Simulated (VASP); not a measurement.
CuO:

```xyz
4
Lattice="1.4552 -2.3695 0.0000 1.4552 2.3695 0.0000 0.0000 0.0000 5.1751" Properties=species:S:1:pos:R:3 pbc="T T T"
Cu    0.7276   -1.1847    0.0000
Cu    0.7276    1.1847    2.5876
O     1.4552    0.0000    1.2938
O     1.4552    0.0000    3.8813
```

Base run:

| Item | Value |
| --- | --- |
| Program | VASP 6.6.1 |
| Functional | PBE |
| Potentials or basis | VASP PAW PBE potentials, release 64 (Cu, O) |
| Cutoff | 520 eV |
| k mesh | 9 × 9 × 5 |
| Occupations | fermi-dirac, width 0.05 eV |
| Spin | no spin polarisation |

Its results: band gap on the k mesh zero (band 17 reaches 7.53 eV, above the bottom of band 18 at 7.06 eV); pressure 31.0 GPa.

Task: The run is repeated on the same cell with these changes: potentials or basis from VASP PAW PBE potentials, release 64 (Cu, O) to VASP PAW PBE potentials, release 64 (Cu_sv_GW, O); cutoff from 520 eV to 700 eV; further incar settings from ALGO = Normal; EDIFF = 1e-07; NBANDS = 25 to ALGO = Normal; EDIFF = 1e-06; NBANDS = 33; valence electrons from 34 to 50. What comes out?

Result: Band gap on the k mesh zero (band 25 reaches 7.56 eV, above the bottom of band 26 at 7.09 eV); pressure 26.6 GPa.

Caveats: semilocal functionals often make such compounds metallic where correlation or magnetic order opens a gap, which also shifts bond lengths.
